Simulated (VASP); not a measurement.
BAs, 2 atoms in the cell. The structure is cubic, space group F-43m (No. 216). Conventional cell: a = 4.777 Å, b = 4.777 Å, c = 4.777 Å, α = 90.00°, β = 90.00°, γ = 90.00°. B (site symmetry -43m) has 4 As at 2.07 Å within 2.7 Å. As (site symmetry -43m) has 4 B at 2.07 Å within 2.7 Å. 

* Program: VASP 6.6.1
* Task: single point
* Functional: PBEsol
* Potentials or basis: VASP PAW PBE potentials, release 64 (B, As)
* Cutoff: 520 eV
* k mesh: 6 × 6 × 6
* Occupations: gaussian, width 0.01 eV
* Spin: no spin polarisation
* Dipole correction: no
* Further INCAR settings: ALGO = Normal; EDIFF = 1e-07; NBANDS = 11

Potentials or basis: VASP PAW PBE potentials, release 64 (B, As).

The run is started by

```bash
$ cat potpaw_PBE.64/B/POTCAR potpaw_PBE.64/As/POTCAR > POTCAR
$ mpirun -np 1 vasp_std > vasp.out
```

Hardware: 1 thread of Intel Xeon 6975P-C, with other jobs on the host.

Q: How long does it take, and how much memory?

A: Run time: 4.8 s on 1 thread of Intel Xeon 6975P-C, with other jobs on the host, peak memory 0.15 GiB. Counts: scf iterations 13, k points 16.
